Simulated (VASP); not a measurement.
**GaAs: single point with PBE**

The system is GaAs, a sheet with vacuum.

```
CELL_PARAMETERS angstrom
3.82590 0.00000 0.00000
-1.91295 3.31333 0.00000
0.00000 0.00000 19.00000
ATOMIC_POSITIONS crystal
Ga 0.00000 0.00000 0.43193
Ga 0.00000 0.00000 0.56807
As 0.33333 0.66667 0.37239
As 0.66667 0.33333 0.62761
```

```json
{
  "Program": "VASP 6.6.1",
  "Task": "single point",
  "Functional": "PBE",
  "Potentials or basis": "VASP PAW PBE potentials, release 64 (Ga_d, As)",
  "Cutoff": "520 eV",
  "k mesh": "6 × 6 × 1",
  "Occupations": "gaussian, width 0.1 eV",
  "Spin": "no spin polarisation",
  "Dipole correction": "yes",
  "Further INCAR settings": "ALGO = Normal; EDIFF = 1e-06; NBANDS = 26"
}
```

| Quantity | Value |
| --- | --- |
| Largest force | 0.311 eV/Å |
| Band gap on the k mesh | zero (band 18 reaches -1.25 eV, above the bottom of band 19 at -2.78 eV) |

Forces on the atoms (eV/Å):
```
Ga   0.000  0.000 -0.242
Ga   0.000  0.000  0.242
As   0.000  0.000  0.311
As   0.000  0.000 -0.311
```

Levels at points of the mesh, in eV from the Fermi level:
```
           k point  band 16  band 17  band 18  band 19  band 20  band 21
(0.00, 0.00, 0.00)     0.61     0.73     0.76     0.76     2.72     3.42
(0.50, 0.00, 0.00)    -1.56    -1.01    -0.69    -0.07     2.50     3.18
```

Wall time 48 s on 1 thread of Intel(R) Xeon(R) Platinum 8559C (Emerald Rapids) (shared host), peak memory 0.33 GiB.
